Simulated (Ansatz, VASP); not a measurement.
One calculation of MgO, two programs

```
Mg O
1.0
     0.00000    2.12722    2.12722
     2.12722    0.00000    2.12722
     2.12722    2.12722    0.00000
Mg O
1 1
Cartesian
  0.0000 0.0000 0.0000
  2.1272 2.1272 2.1272
```

Alike in both runs: functional PBE; k mesh 10 × 10 × 10; occupations gaussian, width 0.02 eV; no spin polarisation.

Ansatz relaxed the structure, and its values are those at the end. VASP's run is a single point on that final structure, the one shown.

|  | VASP | Ansatz |
| --- | --- | --- |
| version | VASP 6.6.1 | Ansatz 0.2.0 |
| potentials or method | VASP PAW PBE potentials, release 64 (Mg, O), cutoff 600 eV | scalar-relativistic, plane waves, PAW |
| valence electrons in the cell | 8 | 16 |

Ansatz gave:

```
gap on the k mesh at the Fermi level (eV) : 4.46
least direct gap on the mesh (eV)         : 4.46
pressure (GPa)                            : 0.0
```

Q: Which values does VASP return?

A: gap on the k mesh at the Fermi level (eV): 4.44; least direct gap on the mesh (eV): 4.44; pressure (GPa): -1.1.

With one functional, cell and mesh, what is left measures potentials, basis and numerics. VASP's potentials hold 8 valence electrons a cell and Ansatz's 16, so a difference there can come from the potentials and not from the codes.
